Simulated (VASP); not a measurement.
# Cs: single point with PBEsol

Crystal: Cs.

```xyz
1
Lattice="-2.8631 2.8631 2.8631 2.8631 -2.8631 2.8631 2.8631 2.8631 -2.8631" Properties=species:S:1:pos:R:3 pbc="T T T"
Cs    0.0000    0.0000    0.0000
```

This cell differs from its parent crystal: volume scaled by 0.85.

* Program: VASP 6.6.1
* Task: single point
* Functional: PBEsol
* Potentials or basis: VASP PAW PBE potentials, release 64 (Cs_sv)
* Cutoff: 520 eV
* k mesh: 9 × 9 × 9
* Occupations: fermi-dirac, width 0.05 eV
* Spin: no spin polarisation
* Dipole correction: no
* Further INCAR settings: ALGO = Normal; EDIFF = 1e-07; NBANDS = 10

```
Pressure : 0.4 GPa
```

Levels at points of the mesh, in eV from the Fermi level:
```csv
k point,band 2,band 3,band 4,band 5,band 6,band 7
"(0.00, 0.00, 0.00)",-10.41,-10.41,-10.41,-1.89,2.62,2.62
```

It took 16 s on 1 thread of AMD EPYC 9R45 (Zen 5), with other jobs on the host, peak memory 0.2 GiB.

Caveat: the PAW data sets were made with another functional, which shifts forces and pressure a little; spin-orbit coupling is left out, which moves the levels of the heavy elements.
